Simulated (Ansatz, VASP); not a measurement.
Fe in VASP and in Ansatz

Contents of INCAR:

```
SYSTEM = Fe
ALGO = Normal
EDIFF = 1E-7
ENCUT = 520
GGA = CA
ISIF = 2
ISMEAR = -1
ISPIN = 2
LASPH = .True.
LCHARG = .False.
LMAXMIX = 4
LORBIT = 11
LREAL = .False.
LWAVE = .False.
MAGMOM = 4
NBANDS = 14
NELM = 150
PREC = Accurate
SIGMA = 0.05
```

Contents of KPOINTS:

```
k-points
0
Gamma
  13 13 13
  0 0 0
```

POSCAR

```
Fe
1.0
   -1.4410000000      1.4410000000      1.4410000000
    1.4410000000     -1.4410000000      1.4410000000
    1.4410000000      1.4410000000     -1.4410000000
Fe
1
Direct
    0.0000000000      0.0000000000      0.0000000000
```

Input for Ansatz:

```yaml
crystal:
  lattice:
    - [-1.441, 1.441, 1.441]
    - [1.441, -1.441, 1.441]
    - [1.441, 1.441, -1.441]
  atoms:
    - { symbol: Fe, position: [0.0, 0.0, 0.0], spin: 4.0 }
magnetization:
  spin_polarized: true
hamiltonian:
  xc: lda
  pseudopotentials: { kind: paw }
basis:
  ecutwfc: 420
kpoints:
  mp_grid: { grid: [13, 13, 13] }
scf:
  occupations: { method: fermi_dirac, width: 0.05 }
  lower_state_search: "off"
  max_iter: 15
output:
  forces: true
  stress: true
```

Alike in both runs: task single point; functional LDA; k mesh 13 × 13 × 13; occupations fermi-dirac, width 0.05 eV; collinear spin.

```csv
,VASP,Ansatz
version,VASP 6.6.1,Ansatz 0.2.0
potentials or method,"VASP PAW LDA potentials, release 64 (Fe), cutoff 520 eV","PAW, plane waves, scalar-relativistic"
valence electrons in the cell,8,16
```

VASP gave:

- pressure (GPa): -26.2
- net moment per atom (μB): 2.15
- size of the moment on the site where the two differ most (μB): 2.14

**Question.** Which values does Ansatz return?

**Answer.** Pressure (GPa): -25.5; net moment per atom (μB): 2.19; size of the moment on the site where the two differ most (μB): 2.22.

LDA's correlation is that of Perdew and Zunger in VASP and of Perdew and Wang (1992) in Ansatz. Site moments also hang on the region over which each program counts them. VASP's potentials hold 8 valence electrons a cell and Ansatz's 16, so a difference there can come from the potentials and not from the codes.
